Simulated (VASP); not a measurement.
# CdF2 (Fm-3m) in VASP: single point with PBE

Aim: the single point of CdF2 with PBE.

Everything below comes from runs of VASP 6.6.1. Logs are shortened: lines on timing, memory, paths and dates and some standing lists are left out, and cuts for length are marked.

## Step 1: The cell of the first run

Symmetry: Fm-3m, No. 225, cubic system. Conventional cell: a = 5.221 Å, b = 5.221 Å, c = 5.221 Å, α = 90.00°, β = 90.00°, γ = 90.00°. Cd (site symmetry m-3m) has 8 F at 2.26 Å within 3.0 Å. Within 3.0 Å of F (site symmetry -43m) lie 4 Cd at 2.26 Å and 6 F at 2.61 Å.

## Step 2: Single point, PBE (strain -2.7%)

Input file INCAR:

```
PREC = Accurate ; ENCUT = 700
EDIFF = 1E-6 ; ISMEAR = -1
SIGMA = 0.02 ; LREAL = False
LASPH = True ; NELM = 120
ALGO = Normal ; ISIF = 2
LWAVE = False ; LCHARG = False
GGA = PE ; NBANDS = 24
GGA_COMPAT = False
```

Input file KPOINTS:

```
Automatic mesh
0
Gamma
  8 8 8
```

Input file POSCAR:

```
CdF2
1.0
    0.0000000000      2.6104195701      2.6104195701
    2.6104195701      0.0000000000      2.6104195701
    2.6104195701      2.6104195701      0.0000000000
Cd F
1 2
Direct
    0.0000000000      0.0000000000      0.0000000000
    0.2500000000      0.2500000000      0.2500000000
    0.7500000000      0.7500000000      0.7500000000
```

Potentials or basis: VASP PAW PBE potentials, release 64 (Cd_sv_GW, F).

Command:

```sh
$ cat potpaw_PBE.64/Cd_sv_GW/POTCAR potpaw_PBE.64/F/POTCAR > POTCAR
$ mpirun -np 1 vasp_std > vasp.out
```

OUTCAR:

```text
PREC = Accurate
   ENCUT = 700
   EDIFF = 1E-6
   ISMEAR = -1
   LREAL = False
   LASPH = True
   NELM = 120
   ISIF = 2
   GGA = PE

 ion  position               nearest neighbor table
   1  0.000  0.000  0.000-   3 2.26   3 2.26   3 2.26   2 2.26   3 2.26   2 2.26   2 2.26   2 2.26

   2  0.250  0.250  0.250-   1 2.26   1 2.26   1 2.26   1 2.26
   3  0.750  0.750  0.750-   1 2.26   1 2.26   1 2.26   1 2.26

  LATTYP: Found a face centered cubic cell.
 ALAT       =     5.2208391402

  Lattice vectors:

 A1 = (   0.0000000000,   2.6104195701,   2.6104195701)
 A2 = (   2.6104195701,   0.0000000000,   2.6104195701)
 A3 = (   2.6104195701,   2.6104195701,   0.0000000000)

Analysis of symmetry for initial positions (statically):
=====================================================================
 Subroutine PRICEL returns:
 Original cell was already a primitive cell.

 Routine SETGRP: Setting up the symmetry group for a
 face centered cubic supercell.

 Subroutine GETGRP returns: Found 48 space group operations
 (whereof 48 operations were pure point group operations)
 out of a pool of 48 trial point group operations.

The static configuration has the point symmetry O_h .

Analysis of symmetry for dynamics (positions and initial velocities):
=====================================================================
 Subroutine PRICEL returns:
 Original cell was already a primitive cell.

 Routine SETGRP: Setting up the symmetry group for a
 face centered cubic supercell.

 Subroutine GETGRP returns: Found 48 space group operations
 (whereof 48 operations were pure point group operations)
 out of a pool of 48 trial point group operations.

The dynamic configuration has the point symmetry O_h .

 Subroutine INISYM returns: Found 48 space group operations
 (whereof 48 operations are pure point group operations),
 and found     1 'primitive' translations

----------------------------------------------------------------------------------------

                                     Primitive cell

  volume of cell :      35.5763

  direct lattice vectors                    reciprocal lattice vectors
     0.000000000  2.610419570  2.610419570    -0.191540090  0.191540090  0.191540090
     2.610419570  0.000000000  2.610419570     0.191540090 -0.191540090  0.191540090
     2.610419570  2.610419570  0.000000000     0.191540090  0.191540090 -0.191540090

  length of vectors
     3.691690760  3.691690760  3.691690760     0.331757168  0.331757168  0.331757168

  position of ions in fractional coordinates (direct lattice)
     0.000000000  0.000000000  0.000000000
     0.250000000  0.250000000  0.250000000
     0.750000000  0.750000000  0.750000000

  ion indices of the primitive-cell ions
   primitive index   ion index
                 1           1
                 2           2
                 3           3

----------------------------------------------------------------------------------------

 KPOINTS: Automatic mesh

Automatic generation of k-mesh.
 Grid dimensions read from file:
 generate k-points for:    8    8    8

 Generating k-lattice:

  Cartesian coordinates                     Fractional coordinates (reciprocal lattice)
    -0.023942511  0.023942511  0.023942511     0.125000000  0.000000000  0.000000000
     0.023942511 -0.023942511  0.023942511     0.000000000  0.125000000  0.000000000
     0.023942511  0.023942511 -0.023942511     0.000000000  0.000000000  0.125000000

  Length of vectors
     0.041469646  0.041469646  0.041469646

  Shift w.r.t. Gamma in fractional coordinates (k-lattice)
     0.000000000  0.000000000  0.000000000

 Subroutine IBZKPT returns following result:
 ===========================================

 Found     29 irreducible k-points:

 Following reciprocal coordinates:
            Coordinates               Weight
  0.000000  0.000000  0.000000      1.000000
  0.125000  0.000000  0.000000      8.000000
  0.250000  0.000000  0.000000      8.000000
  0.375000  0.000000  0.000000      8.000000
  0.500000  0.000000  0.000000      4.000000
  0.125000  0.125000  0.000000      6.000000
[... 16 lines left out ...]
  0.500000  0.250000  0.125000     48.000000
 -0.375000  0.250000  0.125000     24.000000
 [... further k-points ...]
   k-points           NKPTS =     29   k-points in BZ     NKDIM =     29   number of bands    NBANDS=     24
   number of dos      NEDOS =    301   number of ions     NIONS =      3
   total plane-waves  NPLWV =  32768
   dimension x,y,z NGX =    32 NGY =   32 NGZ =   32
   dimension x,y,z NGXF=    64 NGYF=   64 NGZF=   64
   ions per type =               1   2
   NGX,Y,Z   is equivalent  to a cutoff of  14.41, 14.41, 14.41 a.u.
   NGXF,Y,Z  is equivalent  to a cutoff of  28.82, 28.82, 28.82 a.u.
 SYSTEM =  unknown system
   PREC   = accura    normal or accurate (medium, high low for compatibility)
   ISTART =      0    job   : 0-new  1-cont  2-samecut
   ICHARG =      2    charge: 1-file 2-atom 10-const
   ISPIN  =      1    spin polarized calculation?
   LNONCOLLINEAR =      F non collinear calculations
   LSORBIT =      F    spin-orbit coupling
   LASPH  =      T    aspherical Exc in radial PAW
   ENCUT  =  700.0 eV  51.45 Ry    7.17 a.u.   7.96  7.96  7.96*2*pi/ulx,y,z
   NELM   =    120;   NELMIN=  2; NELMDL= -5     # of ELM steps
   EDIFF  = 0.1E-05   stopping-criterion for ELM
   LREAL  =      F    real-space projection
   EDIFFG = 0.1E-04   stopping-criterion for IOM
   NSW    =      0    number of steps for IOM
   IBRION =     -1    ionic relax: 0-MD 1-quasi-New 2-CG
   NFREE  =      0    steps in history (QN), initial steepest desc. (CG)
   ISIF   =      2    stress and relaxation
   ISYM   =      2    0-nonsym 1-usesym 2-fastsym
   POTIM  = 0.5000    time-step for ionic-motion
   TEBEG  =    0.0;   TEEND  =   0.0 temperature during run
   PSTRESS=    0.0 pullay stress
   NELECT =      34.0000    total number of electrons
   NUPDOWN=      -1.0000    fix difference up-down
   EMIN   =  10.00;   EMAX   =-10.00  energy-range for DOS
   EFERMI =   0.00;   METHOD = LEGACY
   ISMEAR =    -1;   SIGMA  =   0.02  broadening in eV -4-tet -1-fermi 0-gaus
   EFERMI_NEDOS =   21; number of points for ismear=-14 and -15
   IALGO  =     38    algorithm
   IMIX   =      4    mixing-type and parameters
     AMIX     =   0.40;   BMIX     =  1.00
     AMIX_MAG =   1.60;   BMIX_MAG =  1.00
  volume/ion in A,a.u.               =      11.86        80.03
  Fermi-wavevector in a.u.,A,eV,Ry     =   1.612554  3.047284 35.379625  2.600329
  Thomas-Fermi vector in A             =   2.707765
   LORBIT       =      0    0 simple, 1 ext, 2 COOP (PROOUT), +10 PAW based schemes
   GGA     = PE    functional components
   LHFCALC =     F    Hartree Fock is set to
   AEXX    =    0.0000 exact exchange contribution
   IVDW    =     0    specifies the selected vdW correction
   LEPSILON=     F    determine dielectric tensor
   LRPA    =     F    only Hartree local field effects (RPA)
 non-spin polarized calculation
  energy-cutoff  :      700.00
  volume of cell :       35.58
 maximum number of plane-waves:      1524
   NGX = 15   NGY = 15   NGZ = 15

 number of electron      34.0000010 magnetization

 Free energy of the ion-electron system (eV)
  ---------------------------------------------------
  ext. energy  EPLUGINS =         0.00000000
  ---------------------------------------------------
  free energy    TOTEN  =       -10.71899872 eV

  energy without entropy =      -10.71899872  energy(sigma->0) =      -10.71899872

 E-fermi :   2.2676     XC(G=0): -11.0922

 val. band max:        1.6049419397   @ k =  -0.2500   0.5000   0.2500
 cond. band min:       5.0389509385   @ k =   0.0000   0.0000   0.0000
 fundamental gap:      3.4340089988
 Fermi energy:         2.2675532818

 k-point     1 :       0.0000    0.0000    0.0000
  band No.  band energies     occupation
      1     -96.6658      2.00000
      2     -57.7738      2.00000
      3     -57.7738      2.00000
      4     -57.7738      2.00000
      5     -19.7765      2.00000
      6     -18.3879      2.00000
[... 16 lines left out ...]
     23      22.1909      0.00000
     24      22.1909      0.00000

 k-point     2 :       0.1250    0.0000    0.0000
  band No.  band energies     occupation
      1     -96.6658      2.00000
      2     -57.7744      2.00000
      3     -57.7739      2.00000
      4     -57.7739      2.00000
      5     -19.7138      2.00000
      6     -18.4451      2.00000
[... 16 lines left out ...]
     23      21.7948      0.00000
     24      21.7948      0.00000

 k-point     3 :       0.2500    0.0000    0.0000
  band No.  band energies     occupation
      1     -96.6657      2.00000
      2     -57.7759      2.00000
      3     -57.7741      2.00000
      4     -57.7741      2.00000
      5     -19.5438      2.00000
      6     -18.5980      2.00000
[... 16 lines left out ...]
     23      21.1259      0.00000
     24      22.2065      0.00000

 k-point     4 :       0.3750    0.0000    0.0000
  band No.  band energies     occupation
      1     -96.6657      2.00000
      2     -57.7775      2.00000
      3     -57.7744      2.00000
      4     -57.7744      2.00000
      5     -19.3120      2.00000
      6     -18.8074      2.00000
[... 16 lines left out ...]
     23      20.6434      0.00000
     24      21.5280      0.00000

 k-point     5 :       0.5000    0.0000    0.0000
  band No.  band energies     occupation
      1     -96.6657      2.00000
      2     -57.7781      2.00000
      3     -57.7745      2.00000
      4     -57.7745      2.00000
      5     -19.1079      2.00000
      6     -19.0008      2.00000
[... 16 lines left out ...]
     23      20.4676      0.00000
     24      21.0846      0.00000

 k-point     6 :       0.1250    0.1250    0.0000
  band No.  band energies     occupation
      1     -96.6658      2.00000
      2     -57.7744      2.00000
      3     -57.7740      2.00000
      4     -57.7740      2.00000
      5     -19.6942      2.00000
      6     -18.4617      2.00000
[... 16 lines left out ...]
     23      22.1580      0.00000
     24      22.2612      0.00000
[... 379 lines left out ...]
 k-point    21 :       0.5000    0.5000    0.0000
  band No.  band energies     occupation
      1     -96.6657      2.00000
      2     -57.7782      2.00000
      3     -57.7754      2.00000
      4     -57.7754      2.00000
      5     -19.1766      2.00000
      6     -18.8623      2.00000
[... 16 lines left out ...]
     23      22.0383      0.00000
     24      22.8608      0.00000

 k-point    22 :       0.3750    0.2500    0.1250
  band No.  band energies     occupation
      1     -96.6657      2.00000
      2     -57.7764      2.00000
      3     -57.7749      2.00000
      4     -57.7744      2.00000
      5     -19.4235      2.00000
      6     -18.6933      2.00000
[... 16 lines left out ...]
     23      21.6777      0.00000
     24      24.4241      0.00000

 k-point    23 :       0.5000    0.2500    0.1250
  band No.  band energies     occupation
      1     -96.6657      2.00000
      2     -57.7772      2.00000
      3     -57.7754      2.00000
      4     -57.7747      2.00000
      5     -19.2362      2.00000
      6     -18.8537      2.00000
[... 16 lines left out ...]
     23      21.1701      0.00000
     24      24.1302      0.00000

 k-point    24 :      -0.3750    0.2500    0.1250
  band No.  band energies     occupation
      1     -96.6656      2.00000
      2     -57.7776      2.00000
      3     -57.7756      2.00000
      4     -57.7748      2.00000
      5     -19.0657      2.00000
      6     -19.0119      2.00000
[... 16 lines left out ...]
     23      20.9670      0.00000
     24      24.1600      0.00000

 [... further k-points ...]

------------------------ aborting loop because EDIFF is reached ----------------------------------------

  FORCE on cell =-STRESS in cart. coord.  units (eV):
  Direction    XX          YY          ZZ          XY          YZ          ZX
  --------------------------------------------------------------------------------------
  -------------------------------------------------------------------------------------
  Total        4.2137826      4.2137826      4.2137826     -0.0000000      0.0000000      0.0000000
  in kB      189.7674677    189.7674677    189.7674677     -0.0000000      0.0000000      0.0000000
  external PRESSURE =     189.7674677 kB  Pullay stress =       0.0000000 kB

 VOLUME and BASIS-vectors are now :
 -----------------------------------------------------------------------------
  energy-cutoff  :      700.00
  volume of cell :       35.58
      direct lattice vectors                 reciprocal lattice vectors
     0.000000000  2.610419570  2.610419570    -0.191540090  0.191540090  0.191540090
     2.610419570  0.000000000  2.610419570     0.191540090 -0.191540090  0.191540090
     2.610419570  2.610419570  0.000000000     0.191540090  0.191540090 -0.191540090

 POSITION                                       TOTAL-FORCE (eV/Angst)
 -----------------------------------------------------------------------------------
      0.00000      0.00000      0.00000        -0.000000     -0.000000     -0.000000
      1.30521      1.30521      1.30521         0.000000      0.000000      0.000000
      3.91563      3.91563      3.91563        -0.000000     -0.000000     -0.000000
 -----------------------------------------------------------------------------------
    total drift:                                0.000000     -0.000000      0.000000

  FREE ENERGIE OF THE ION-ELECTRON SYSTEM (eV)
  ---------------------------------------------------
  free  energy   TOTEN  =       -10.7189987225 eV

  energy  without entropy=      -10.7189987225  energy(sigma->0) =      -10.71899872
```

It took 16 s on 1 thread of Intel Xeon 6975P-C (Granite Rapids), shared host; peak memory 0.2 GiB.

What came out:

| Item | Value |
| --- | --- |
| Free energy | -10.7190 eV |
| Pressure | 19.0 GPa |
| Band gap on the k mesh | 3.43 eV (least direct gap 3.80 eV) |

Caveat: the cell differs from its parent crystal (strain -2.7%); the cell stands under pressure.
